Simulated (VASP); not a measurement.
Runs of VASP 6.6.1 on NaMgBr3. The structure is that of space group Pm-3m (No. 221), or close to it. The cells are those of the table. 

```csv
level,cell,k mesh,gap on the mesh (eV),pressure (GPa)
r2SCAN,"a = 5.269 Å, 5 atoms",4 × 4 × 4,3.63,-0.1
PBE,"a = 5.367 Å, 5 atoms",4 × 4 × 4,2.61,-0.8
PBE,"a = 5.314 Å, 5 atoms",4 × 4 × 4,2.73,-0.1
r2SCAN,"a = 5.216 Å, 5 atoms",4 × 4 × 4,3.69,0.8
r2SCAN,"a = 5.161 Å, 5 atoms",4 × 4 × 4,3.70,(d)
PBE,"a = 5.418 Å, 5 atoms",4 × 4 × 4,2.50,-1.4
PBE,"a = 5.269 Å, 5 atoms",6 × 6 × 6,(b),(c)
r2SCAN,"a = 5.372 Å, 5 atoms",4 × 4 × 4,(a),-1.6
```

Alike in all rows: task single point; potentials or basis VASP PAW PBE potentials, release 64 (Na_pv, Mg, Br); no spin polarisation; cutoff (eV) 520; smearing gaussian 0.01 eV.

Problem. Fill in the values left out.

Solution. (a) 3.42; (b) 2.83; (c) 0.6; (d) 1.9.

Caveats: the PAW data sets were made with another functional, which shifts forces and pressure a little (at least some runs).

A k mesh can miss the band edges, and the runs leave out spin-orbit coupling on Br.
